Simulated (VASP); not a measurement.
# As (Pm-3m) in VASP: a series of runs

The runs below take As through single point, relaxation of cell and atoms, with LDA.

All numbers are computed with VASP 6.6.1; they aren't measurements. Logs are shortened: lines on timing, memory, paths and dates and some standing lists are left out, and cuts for length are marked.

**1. The cell of the first run**

Symmetry: Pm-3m, No. 221, cubic system. The conventional cell has a = 2.672 Å, b = 2.672 Å, c = 2.672 Å, α = 90.00°, β = 90.00°, γ = 90.00°. Within 3.5 Å of As (site symmetry m-3m) lie 6 As at 2.67 Å.

**2. Single point, LDA**

File INCAR:

```
ALGO = Normal
EDIFF = 1E-6
ENCUT = 520
GGA = CA
ISIF = 2
ISMEAR = -1
LASPH = T
LCHARG = F
LREAL = F
LWAVE = F
NBANDS = 8
NELM = 60
PREC = Accurate
SIGMA = 0.08
```

File KPOINTS:

```
k-points
0
Gamma
  15 15 15
```

File POSCAR:

```
As
1.0
    2.6724660729      0.0000000000      0.0000000000
    0.0000000000      2.6724660729      0.0000000000
    0.0000000000      0.0000000000      2.6724660729
As
1
Direct
    0.0000000000      0.0000000000      0.0000000000
```

Potentials or basis: VASP PAW LDA potentials, release 64 (As).

Command:

```sh
> cat potpaw_LDA.64/As/POTCAR > POTCAR
> mpirun -np 1 vasp_std > vasp.out
```

OUTCAR:

```text
EDIFF = 1E-6
   ENCUT = 520
   GGA = CA
   ISIF = 2
   ISMEAR = -1
   LASPH = T
   LREAL = F
   NELM = 60
   PREC = Accurate

 ion  position               nearest neighbor table
   1  0.000  0.000  0.000-

  LATTYP: Found a simple cubic cell.
 ALAT       =     2.6724660729

  Lattice vectors:

 A1 = (   2.6724660729,   0.0000000000,   0.0000000000)
 A2 = (   0.0000000000,   2.6724660729,   0.0000000000)
 A3 = (   0.0000000000,   0.0000000000,   2.6724660729)

Analysis of symmetry for initial positions (statically):
=====================================================================
 Subroutine PRICEL returns:
 Original cell was already a primitive cell.

 Routine SETGRP: Setting up the symmetry group for a
 simple cubic supercell.

 Subroutine GETGRP returns: Found 48 space group operations
 (whereof 48 operations were pure point group operations)
 out of a pool of 48 trial point group operations.

The static configuration has the point symmetry O_h .

Analysis of symmetry for dynamics (positions and initial velocities):
=====================================================================
 Subroutine PRICEL returns:
 Original cell was already a primitive cell.

 Routine SETGRP: Setting up the symmetry group for a
 simple cubic supercell.

 Subroutine GETGRP returns: Found 48 space group operations
 (whereof 48 operations were pure point group operations)
 out of a pool of 48 trial point group operations.

The dynamic configuration has the point symmetry O_h .

 Subroutine INISYM returns: Found 48 space group operations
 (whereof 48 operations are pure point group operations),
 and found     1 'primitive' translations

----------------------------------------------------------------------------------------

                                     Primitive cell

  volume of cell :      19.0870

  direct lattice vectors                    reciprocal lattice vectors
     2.672466073  0.000000000  0.000000000     0.374186228  0.000000000  0.000000000
     0.000000000  2.672466073  0.000000000     0.000000000  0.374186228  0.000000000
     0.000000000  0.000000000  2.672466073     0.000000000  0.000000000  0.374186228

  length of vectors
     2.672466073  2.672466073  2.672466073     0.374186228  0.374186228  0.374186228

  position of ions in fractional coordinates (direct lattice)
     0.000000000  0.000000000  0.000000000

  ion indices of the primitive-cell ions
   primitive index   ion index
                 1           1

----------------------------------------------------------------------------------------

 KPOINTS: k-points

Automatic generation of k-mesh.
 Grid dimensions read from file:
 generate k-points for:   15   15   15

 Generating k-lattice:

  Cartesian coordinates                     Fractional coordinates (reciprocal lattice)
     0.024945749  0.000000000  0.000000000     0.066666667  0.000000000  0.000000000
     0.000000000  0.024945749  0.000000000     0.000000000  0.066666667  0.000000000
     0.000000000  0.000000000  0.024945749     0.000000000  0.000000000  0.066666667

  Length of vectors
     0.024945749  0.024945749  0.024945749

  Shift w.r.t. Gamma in fractional coordinates (k-lattice)
     0.000000000  0.000000000  0.000000000

 Subroutine IBZKPT returns following result:
 ===========================================

 Found    120 irreducible k-points:

 Following reciprocal coordinates:
            Coordinates               Weight
  0.000000  0.000000  0.000000      1.000000
  0.066667  0.000000  0.000000      6.000000
  0.133333  0.000000  0.000000      6.000000
  0.200000  0.000000  0.000000      6.000000
  0.266667  0.000000  0.000000      6.000000
  0.333333  0.000000  0.000000      6.000000
[... 16 lines left out ...]
  0.266667  0.200000  0.000000     24.000000
  0.333333  0.200000  0.000000     24.000000
 [... further k-points ...]
   k-points           NKPTS =    120   k-points in BZ     NKDIM =    120   number of bands    NBANDS=      8
   number of dos      NEDOS =    301   number of ions     NIONS =      1
   total plane-waves  NPLWV =   8000
   dimension x,y,z NGX =    20 NGY =   20 NGZ =   20
   dimension x,y,z NGXF=    40 NGYF=   40 NGZF=   40
   ions per type =               1
   NGX,Y,Z   is equivalent  to a cutoff of  12.44, 12.44, 12.44 a.u.
   NGXF,Y,Z  is equivalent  to a cutoff of  24.88, 24.88, 24.88 a.u.
 SYSTEM =  unknown system
   PREC   = accura    normal or accurate (medium, high low for compatibility)
   ISTART =      0    job   : 0-new  1-cont  2-samecut
   ICHARG =      2    charge: 1-file 2-atom 10-const
   ISPIN  =      1    spin polarized calculation?
   LNONCOLLINEAR =      F non collinear calculations
   LSORBIT =      F    spin-orbit coupling
   LASPH  =      T    aspherical Exc in radial PAW
   ENCUT  =  520.0 eV  38.22 Ry    6.18 a.u.   4.97  4.97  4.97*2*pi/ulx,y,z
   NELM   =     60;   NELMIN=  2; NELMDL= -5     # of ELM steps
   EDIFF  = 0.1E-05   stopping-criterion for ELM
   LREAL  =      F    real-space projection
   EDIFFG = 0.1E-04   stopping-criterion for IOM
   NSW    =      0    number of steps for IOM
   IBRION =     -1    ionic relax: 0-MD 1-quasi-New 2-CG
   NFREE  =      0    steps in history (QN), initial steepest desc. (CG)
   ISIF   =      2    stress and relaxation
   ISYM   =      2    0-nonsym 1-usesym 2-fastsym
   POTIM  = 0.5000    time-step for ionic-motion
   TEBEG  =    0.0;   TEEND  =   0.0 temperature during run
   PSTRESS=    0.0 pullay stress
   NELECT =       5.0000    total number of electrons
   NUPDOWN=      -1.0000    fix difference up-down
   EMIN   =  10.00;   EMAX   =-10.00  energy-range for DOS
   EFERMI =   0.00;   METHOD = LEGACY
   ISMEAR =    -1;   SIGMA  =   0.08  broadening in eV -4-tet -1-fermi 0-gaus
   EFERMI_NEDOS =   21; number of points for ismear=-14 and -15
   IALGO  =     38    algorithm
   IMIX   =      4    mixing-type and parameters
     AMIX     =   0.40;   BMIX     =  1.00
     AMIX_MAG =   1.60;   BMIX_MAG =  1.00
  volume/ion in A,a.u.               =      19.09       128.81
  Fermi-wavevector in a.u.,A,eV,Ry     =   1.047497  1.979482 14.928981  1.097249
  Thomas-Fermi vector in A             =   2.182379
   LORBIT       =      0    0 simple, 1 ext, 2 COOP (PROOUT), +10 PAW based schemes
   GGA     = CA    functional components
   LHFCALC =     F    Hartree Fock is set to
   AEXX    =    0.0000 exact exchange contribution
   IVDW    =     0    specifies the selected vdW correction
   LEPSILON=     F    determine dielectric tensor
   LRPA    =     F    only Hartree local field effects (RPA)
 non-spin polarized calculation
  energy-cutoff  :      520.00
  volume of cell :       19.09
 maximum number of plane-waves:       525
 NGX is ok and might be reduce to    20
   NGX =  9   NGY =  9   NGZ =  9

 number of electron       5.0000001 magnetization

 Free energy of the ion-electron system (eV)
  ---------------------------------------------------
  ext. energy  EPLUGINS =         0.00000000
  ---------------------------------------------------
  free energy    TOTEN  =        -5.32359678 eV

  energy without entropy =       -5.31412849  energy(sigma->0) =       -5.31886264

 E-fermi :   6.3924     XC(G=0): -10.7389

 val. band max:        6.3918032032   @ k =   0.4000   0.2667   0.2000
 cond. band min:       6.4027226200   @ k =   0.2000   0.2000   0.0667
 fundamental gap:      0.0109194168
 Fermi energy:         6.3924229536

 k-point     1 :       0.0000    0.0000    0.0000
  band No.  band energies     occupation
      1      -8.9511      2.00000
      2      10.5906      0.00000
      3      10.5906      0.00000
      4      10.5906      0.00000
      5      14.9726      0.00000
      6      14.9726      0.00000
      7      17.0831      0.00000
      8      31.7055      0.00000

 k-point     2 :       0.0667    0.0000    0.0000
  band No.  band energies     occupation
      1      -8.8665      2.00000
      2       9.4677      0.00000
      3      10.6657      0.00000
      4      10.6657      0.00000
      5      15.0478      0.00000
      6      15.7901      0.00000
      7      17.6076      0.00000
      8      30.3285      0.00000

 k-point     3 :       0.1333    0.0000    0.0000
  band No.  band energies     occupation
      1      -8.6145      2.00000
      2       7.4289      0.00000
      3      10.8865      0.00000
      4      10.8865      0.00000
      5      15.2714      0.00000
      6      16.5415      0.00000
      7      19.5341      0.00000
      8      28.2963      0.00000

 k-point     4 :       0.2000    0.0000    0.0000
  band No.  band energies     occupation
      1      -8.2011      2.00000
      2       5.3261      2.00000
      3      11.2385      0.00000
      4      11.2385      0.00000
      5      15.6361      0.00000
      6      17.0716      0.00000
      7      22.0650      0.00000
      8      26.3498      0.00000

 k-point     5 :       0.2667    0.0000    0.0000
  band No.  band energies     occupation
      1      -7.6407      2.00000
      2       3.3521      2.00000
      3      11.6924      0.00000
      4      11.6924      0.00000
      5      16.1248      0.00000
      6      17.6858      0.00000
      7      24.1543      0.00000
      8      24.5981      0.00000

 k-point     6 :       0.3333    0.0000    0.0000
  band No.  band energies     occupation
      1      -6.9670      2.00000
      2       1.5943      2.00000
      3      12.1953      0.00000
      4      12.1953      0.00000
      5      16.7009      0.00000
      6      18.4394      0.00000
      7      23.1146      0.00000
      8      23.1146      0.00000

 k-point     7 :       0.4000    0.0000    0.0000
  band No.  band energies     occupation
      1      -6.2645      2.00000
      2       0.1600      2.00000
      3      12.6569      0.00000
      4      12.6569      0.00000
      5      17.2806      0.00000
      6      19.3357      0.00000
      7      21.9967      0.00000
      8      21.9967      0.00000

 k-point     8 :       0.4667    0.0000    0.0000
  band No.  band energies     occupation
      1      -5.7455      2.00000
      2      -0.7272      2.00000
      3      12.9463      0.00000
      4      12.9463      0.00000
      5      17.6862      0.00000
      6      20.3096      0.00000
      7      21.3784      0.00000
      8      21.3784      0.00000

 k-point     9 :       0.0667    0.0667    0.0000
  band No.  band energies     occupation
      1      -8.7819      2.00000
      2       9.4302      0.00000
      3       9.6663      0.00000
      4      10.7407      0.00000
      5      15.4685      0.00000
      6      16.4429      0.00000
      7      17.9339      0.00000
      8      28.9648      0.00000

 k-point    10 :       0.1333    0.0667    0.0000
  band No.  band energies     occupation
      1      -8.5299      2.00000
      2       7.5006      0.00000
      3       9.7902      0.00000
      4      10.9614      0.00000
      5      15.7770      0.00000
      6      17.3245      0.00000
      7      19.6054      0.00000
      8      26.9438      0.00000
[... 78 lines left out ...]
 k-point    18 :       0.2667    0.1333    0.0000
  band No.  band energies     occupation
      1      -7.3040      2.00000
      2       3.6644      2.00000
      3       8.6416      0.00000
      4      11.9852      0.00000
      5      17.1087      0.00000
      6      19.4908      0.00000
      7      21.6900      0.00000
      8      24.8779      0.00000

 k-point    19 :       0.3333    0.1333    0.0000
  band No.  band energies     occupation
      1      -6.6301      2.00000
      2       1.9115      2.00000
      3       9.2074      0.00000
      4      12.4861      0.00000
      5      17.5794      0.00000
      6      18.6418      0.00000
      7      21.8577      0.00000
      8      23.4046      0.00000

 k-point    20 :       0.4000    0.1333    0.0000
  band No.  band energies     occupation
      1      -5.9268      2.00000
      2       0.4790      2.00000
      3       9.7552      0.00000
      4      12.9454      0.00000
      5      17.1493      0.00000
      6      18.7226      0.00000
      7      22.2083      0.00000
      8      22.2932      0.00000

 k-point    21 :       0.4667    0.1333    0.0000
  band No.  band energies     occupation
      1      -5.4068      2.00000
      2      -0.4082      2.00000
      3      10.1193      0.00000
      4      13.2333      0.00000
      5      16.5668      0.00000
      6      19.2205      0.00000
      7      21.6786      0.00000
      8      22.2029      0.00000

 k-point    22 :       0.2000    0.2000    0.0000
  band No.  band energies     occupation
      1      -7.4510      2.00000
      2       5.7464      1.99938
      3       6.3286      1.37902
      4      11.8824      0.00000
      5      16.9775      0.00000
      6      19.7854      0.00000
      7      22.5819      0.00000
      8      23.9630      0.00000

 k-point    23 :       0.2667    0.2000    0.0000
  band No.  band energies     occupation
      1      -6.8903      2.00000
      2       4.0318      2.00000
      3       6.5837      0.16764
      4      12.3328      0.00000
      5      17.1740      0.00000
      6      18.5481      0.00000
      7      23.5910      0.00000
      8      25.2033      0.00000

 k-point    24 :       0.3333    0.2000    0.0000
  band No.  band energies     occupation
      1      -6.2157      2.00000
      2       2.2934      2.00000
      3       7.1531      0.00015
      4      12.8310      0.00000
      5      16.2690      0.00000
      6      18.6115      0.00000
      7      23.7545      0.00000
      8      23.9302      0.00000

 [... further k-points ...]
[... 5 lines left out ...]
  --------------------------------------------------------------------------------------
  -------------------------------------------------------------------------------------
  Total        0.0423177      0.0423177      0.0423177      0.0000000     -0.0000000     -0.0000000
  in kB        3.5521922      3.5521922      3.5521922      0.0000000     -0.0000000     -0.0000000
  external PRESSURE =       3.5521922 kB  Pullay stress =       0.0000000 kB

 VOLUME and BASIS-vectors are now :
 -----------------------------------------------------------------------------
  energy-cutoff  :      520.00
  volume of cell :       19.09
      direct lattice vectors                 reciprocal lattice vectors
     2.672466073  0.000000000  0.000000000     0.374186228  0.000000000  0.000000000
     0.000000000  2.672466073  0.000000000     0.000000000  0.374186228  0.000000000
     0.000000000  0.000000000  2.672466073     0.000000000  0.000000000  0.374186228

 POSITION                                       TOTAL-FORCE (eV/Angst)
 -----------------------------------------------------------------------------------
      0.00000      0.00000      0.00000         0.000000      0.000000      0.000000
 -----------------------------------------------------------------------------------
    total drift:                               -0.000000     -0.000000      0.000000

  FREE ENERGIE OF THE ION-ELECTRON SYSTEM (eV)
  ---------------------------------------------------
  free  energy   TOTEN  =        -5.3235967835 eV

  energy  without entropy=       -5.3141284917  energy(sigma->0) =       -5.31886264
```

Run time: 8.8 s. Hardware: 1 thread of Intel Xeon Platinum 8488C (Sapphire Rapids), shared host; peak memory 0.13 GiB.

Results:

| Property | Result |
| --- | --- |
| Free energy | -5.3236 eV |
| Pressure | 0.4 GPa |

[end of part 1 of 2]
